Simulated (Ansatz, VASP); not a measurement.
## InSb: VASP beside Ansatz

File INCAR:

```
SYSTEM = InSb
  PREC = Accurate
  ENCUT = 520
  EDIFF = 1E-7
  ISMEAR = 0
  SIGMA = 0.1
  LREAL = .False.
  LASPH = .True.
  NELM = 80
  ALGO = Normal
  ISIF = 2
  LWAVE = .False.
  LCHARG = .False.
  GGA = PE
  NBANDS = 26
```

KPOINTS

```
regular mesh
0
Gamma
  6 6 10
  0 0 0
```

POSCAR

```
InSb
1.0
    5.9204200000      0.0000000000      0.0000000000
    0.0000000000      5.9380040000      0.0000000000
    0.0000000000      0.0000000000      3.2224990000
In Sb
2 2
Direct
    0.0000000000      0.0000000000      0.0088050000
    0.5000000000      0.5000000000      0.9911950000
    0.0000000000      0.5000000000      0.2769970000
    0.5000000000      0.0000000000      0.7230030000
```

Input for Ansatz:

```yaml
crystal:
  lattice:
    - [5.92042, 0.0, 0.0]
    - [0.0, 5.938004, 0.0]
    - [0.0, 0.0, 3.222499]
  atoms:
    - { symbol: In, position: [0.0, 0.0, 0.008805] }
    - { symbol: In, position: [0.5, 0.5, 0.991195] }
    - { symbol: Sb, position: [0.0, 0.5, 0.276997] }
    - { symbol: Sb, position: [0.5, 0.0, 0.723003] }
basis:
  ecutwfc: 420
kpoints:
  mp_grid: { grid: [6, 6, 10] }
hamiltonian:
  xc: pbe
scf:
  occupations: { method: gaussian, width: 0.1 }
output:
  forces: true
  stress: true
  eigenvalues: true
```

Alike in both runs: task single point; functional PBE; k mesh 6 × 6 × 10; occupations gaussian, width 0.1 eV; no spin polarisation.

|  | VASP | Ansatz |
| --- | --- | --- |
| version | VASP 6.6.1 | Ansatz 0.2.0 |
| potentials or method | VASP PAW PBE potentials, release 64 (In_d, Sb), cutoff 520 eV | scalar-relativistic, plane waves, PAW |
| valence electrons in the cell | 36 | 56 |

```csv
,VASP,Ansatz,Ansatz less VASP
gap on the k mesh at the Fermi level (eV),none,none,-
pressure (GPa),0.0,0.0,+0.04
"traceless stress, the component that is largest in VASP (GPa)",1.20,1.21,+0.014
rms of the force components (eV/Å),0.020,0.020,0.0000
```

Atom by atom the forces differ by 0.000 eV/Å (rms over components). A gap of «none» marks a metal or a gap that the smearing closes. VASP's potentials hold 36 valence electrons a cell and Ansatz's 56, so a difference there can come from the potentials and not from the codes.

Neither program's run includes spin-orbit coupling.
